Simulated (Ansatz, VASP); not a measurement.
# SrTiO3 in VASP and in Ansatz

The input INCAR:

```
SYSTEM = SrTiO3
ALGO = Normal
EDIFF = 1E-6
EDIFFG = -0.01
ENCUT = 600
GGA = PE
IBRION = 2
ISIF = 3
ISMEAR = -1
LASPH = .TRUE.
LCHARG = .FALSE.
LREAL = .FALSE.
LWAVE = .FALSE.
NELM = 60
NSW = 80
PREC = Accurate
SIGMA = 0.02
```

The input KPOINTS:

```
k-points
0
G
  8 8 8
  0 0 0
```

POSCAR

```
SrTiO3
1.0
    3.9052800000      0.0000000000      0.0000000000
    0.0000000000      3.9052800000      0.0000000000
    0.0000000000      0.0000000000      3.9052800000
Sr Ti O
1 1 3
Direct
    0.5000000000      0.5000000000      0.5000000000
    0.0000000000      0.0000000000      0.0000000000
    0.5000000000      0.0000000000      0.0000000000
    0.0000000000      0.5000000000      0.0000000000
    0.0000000000      0.0000000000      0.5000000000
```

Input for Ansatz:

```yaml
crystal:
  lattice:
    - [3.90528, 0.0, 0.0]
    - [0.0, 3.90528, 0.0]
    - [0.0, 0.0, 3.90528]
  atoms:
    - { symbol: Sr, position: [0.5, 0.5, 0.5] }
    - { symbol: Ti, position: [0.0, 0.0, 0.0] }
    - { symbol: O, position: [0.5, 0.0, 0.0] }
    - { symbol: O, position: [0.0, 0.5, 0.0] }
    - { symbol: O, position: [0.0, 0.0, 0.5] }
  symmetry: { tolerance: 0.0003 }
hamiltonian:
  xc: pbe
  pseudopotentials: { kind: paw }
basis:
  ecutwfc: 420
magnetization:
  spin_polarized: false
scf:
  occupations: { method: fermi_dirac, width: 0.02 }
kpoints:
  mp_grid: { grid: [8, 8, 8], shift: [0, 0, 0] }
output:
  forces: true
  stress: true
  eigenvalues: true
relax:
  max_steps: 60
  cell: {}
```

Alike in both runs: task relaxation of cell and atoms; functional PBE; k mesh 8 × 8 × 8; occupations fermi-dirac, width 0.02 eV; no spin polarisation.

|  | VASP | Ansatz |
| --- | --- | --- |
| version | VASP 6.6.1 | Ansatz 0.2.0 |
| potentials or method | VASP PAW PBE potentials, release 64 (Sr_sv, Ti_sv, O), cutoff 600 eV | PAW plane waves |
| valence electrons in the cell | 40 | 40 |

VASP gave:

- gap on the k mesh at the Fermi level, each at its own relaxed structure (eV): 1.81
- relaxed volume (Å³/atom): 12.23
- relaxed cell length with the largest relative difference (Å): 3.940

Problem. Which values does Ansatz return?

Solution. gap on the k mesh at the Fermi level, each at its own relaxed structure (eV): 1.85; relaxed volume (Å³/atom): 12.20; relaxed cell length with the largest relative difference (Å): 3.937.
